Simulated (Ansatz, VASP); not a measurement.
**BaS: VASP beside Ansatz**

File INCAR:

```
ALGO = Normal
EDIFF = 1E-6
EDIFFG = -0.01
ENCUT = 600
GGA = PE
IBRION = 2
ISIF = 3
ISMEAR = -1
LASPH = True
LCHARG = False
LREAL = False
LWAVE = False
NELM = 60
NSW = 80
PREC = Accurate
SIGMA = 0.02
```

Contents of KPOINTS:

```
k-points
0
Gamma
  8 8 8
```

POSCAR

```
BaS
1.0
    0.0000000000      3.1937500000      3.1937500000
    3.1937500000      0.0000000000      3.1937500000
    3.1937500000      3.1937500000      0.0000000000
Ba S
1 1
Direct
    0.0000000000      0.0000000000      0.0000000000
    0.5000000000      0.5000000000      0.5000000000
```

Input for Ansatz:

```yaml
crystal:
  lattice:
    - [0.0, 3.19375, 3.19375]
    - [3.19375, 0.0, 3.19375]
    - [3.19375, 3.19375, 0.0]
  atoms:
    - { symbol: Ba, position: [0.0, 0.0, 0.0] }
    - { symbol: S, position: [0.5, 0.5, 0.5] }
  symmetry: { tolerance: 0.0003 }
hamiltonian:
  xc: pbe
  pseudopotentials: { kind: paw, azcp: { folder: soft_1 } }
basis:
  ecutwfc: 420
magnetization:
  spin_polarized: false
scf:
  occupations: { method: fermi_dirac, width: 0.02 }
kpoints:
  mp_grid: { grid: [8, 8, 8], shift: [0, 0, 0] }
output:
  forces: true
  stress: true
  eigenvalues: true
relax:
  max_steps: 60
  cell: {}
```

Alike in both runs: task relaxation of cell and atoms; functional PBE; k mesh 8 × 8 × 8; occupations fermi-dirac, width 0.02 eV; no spin polarisation.

```csv
,VASP,Ansatz
version,VASP 6.6.1,Ansatz 0.2.0
potentials or method,"VASP PAW PBE potentials, release 64 (Ba_sv, S), cutoff 600 eV",PAW plane waves
valence electrons in the cell,16,16
```

```csv
,VASP,Ansatz,Ansatz less VASP
"gap on the k mesh at the Fermi level, each at its own relaxed structure (eV)",2.16,2.23,+0.075
relaxed volume (Å³/atom),33.65,33.21,-0.432
relaxed length of the cell vector where the two differ most in proportion (Å),4.566,4.546,-0.0196
```

Spin-orbit coupling is off throughout.
